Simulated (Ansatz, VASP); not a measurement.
# MgO: VASP beside Ansatz

The input INCAR:

```
PREC = Accurate
ENCUT = 520
EDIFF = 1E-6
ISMEAR = -1
SIGMA = 0.02
LREAL = False
LASPH = True
NELM = 100
ALGO = Normal
ISIF = 2
LWAVE = False
LCHARG = True
GGA = PE
LELF = True
LVHAR = True
NBANDS = 11
```

KPOINTS

```
Automatic mesh
0
Gamma
  10 10 10
```

File POSCAR:

```
MgO
1.0
    0.0000000000      2.0391023930      2.1440878316
    2.0391023930      0.0000000000      2.1440878316
    2.0391023930      2.0391023930      0.0000000000
Mg O
1 1
Direct
    0.0000000000      0.0000000000      0.0000000000
    0.5000000000      0.5000000000      0.5000000000
```

Input for Ansatz:

```yaml
crystal:
  lattice:
    - [0.0, 2.039102393, 2.1440878316]
    - [2.039102393, 0.0, 2.1440878316]
    - [2.039102393, 2.039102393, 0.0]
  atoms:
    - { symbol: Mg, position: [0.0, 0.0, 0.0] }
    - { symbol: O, position: [0.5, 0.5, 0.5] }
kpoints:
  mp_grid: { grid: [10, 10, 10] }
  band_path:
    path:
      - [0.0, 0.0, 0.0]
      - [0.5, 0.0, 0.5]
      - [0.625, 0.25, 0.625]
      - [0.375, 0.375, 0.75]
      - [0.5, 0.5, 0.5]
      - [0.5, 0.25, 0.75]
    npoints: 1
hamiltonian:
  xc: pbe
scf:
  occupations: { method: fermi_dirac, width: 0.02 }
  n_extra_bands: 4
output:
  forces: true
  stress: true
  eigenvalues: true
```

Change from the starting cell: epitaxial_xy strain -3.0%.

Alike in both runs: task single point; functional PBE; k mesh 10 × 10 × 10; occupations fermi-dirac, width 0.02 eV; no spin polarisation.

```csv
,VASP,Ansatz
version,VASP 6.6.1,Ansatz 0.2.0
potentials or method,"VASP PAW PBE potentials, release 64 (Mg, O)","plane waves, PAW"
plane-wave cutoff (eV),520,420
valence electrons in the cell,8,16
```

|  | VASP | Ansatz | Ansatz less VASP |
| --- | --- | --- | --- |
| gap on the k mesh at the Fermi level (eV) | 5.12 | 5.13 | +0.016 |
| pressure (GPa) | 13.5 | 14.2 | +0.70 |
| traceless stress, the component that is largest in VASP (GPa) | -8.55 | -8.48 | +0.067 |

VASP's potentials hold 8 valence electrons a cell and Ansatz's 16, so a difference there can come from the potentials and not from the codes.
